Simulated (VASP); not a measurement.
# Zn: single point with PBEsol

Crystal: Zn.

```
Zn
1.0
     0.00000    1.96478    1.98442
     1.96478    0.00000    1.98442
     1.96478    1.96478    0.00000
Zn
1
Cartesian
  0.0000 0.0000 0.0000
```

```
Program                : VASP 6.6.1
Task                   : single point
Functional             : PBEsol
Potentials or basis    : VASP PAW PBE potentials, release 64 (Zn)
Cutoff                 : 520 eV
k mesh                 : 10 × 10 × 10
Occupations            : fermi-dirac, width 0.05 eV
Spin                   : no spin polarisation
Dipole correction      : no
Further INCAR settings : ALGO = Normal; EDIFF = 1e-06; NBANDS = 12
```

The pressure is -5.6 GPa and the band gap on the k mesh is zero (band 6 reaches 4.08 eV, above the bottom of band 7 at 1.44 eV).

Stress tensor (GPa, compression positive):
```
-5.81  0.00  0.00
 0.00 -5.81  0.00
 0.00  0.00 -5.17
```

Levels at points of the mesh, in eV from the Fermi level:
```
           k point  band 2  band 3  band 4  band 5  band 6  band 7  band 8  band 9  band 10  band 11
(0.00, 0.00, 0.00)   -7.74   -7.72   -7.72   -7.36   -7.34   17.93   17.93   17.96    18.68    20.73
(0.50, 0.00, 0.00)   -7.74   -7.72   -7.08   -7.07   -3.04   -1.56   14.79   15.08    17.23    18.53
(0.50, 0.50, 0.00)   -8.33   -7.09   -7.00   -7.00   -1.25    1.36    8.32    8.32    11.97    13.12
(0.50, 0.00, 0.50)   -8.33   -7.08   -7.01   -6.99   -1.09    1.60    8.10    8.16    11.80    12.89
```

It took 12 s on 1 thread of AMD EPYC 9R14 (Zen 4), on a shared host, peak memory 0.11 GiB.

Caveat: the PAW data sets were made with another functional, which shifts forces and pressure a little.
